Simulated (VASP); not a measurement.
Crystal: ZnSe.

```
Zn Se
1.0
     4.15139    0.00000    0.00000
    -2.07569    3.59521    0.00000
     0.00000    0.00000    6.17474
Zn Se
2 2
Direct
  0.33333 0.66667 0.25000
  0.66667 0.33333 0.75000
  0.66667 0.33333 0.25000
  0.33333 0.66667 0.75000
```

Base run:

```yaml
Program: VASP 6.6.1
Functional: r2SCAN
Potentials_or_basis: VASP PAW PBE potentials, release 64 (Zn, Se)
Cutoff: 520 eV
k_mesh: 12 × 12 × 4
Occupations: gaussian, width 0.01 eV
Spin: no spin polarisation
```

Its results: band gap on the k mesh 0.83 eV, direct; pressure 0.1 GPa.

**Question.** The run is repeated on the same cell with these changes: functional from r2SCAN to PBE. What comes out?

**Answer.** Band gap on the k mesh 0.33 eV, direct; pressure 2.3 GPa.

r2SCAN gives the wider gap, since meta-GGAs in the generalised Kohn-Sham scheme recover part of the derivative discontinuity.

Caveats: the PAW data sets were made with another functional, which shifts forces and pressure a little (some runs).

A k mesh can miss the band edges.
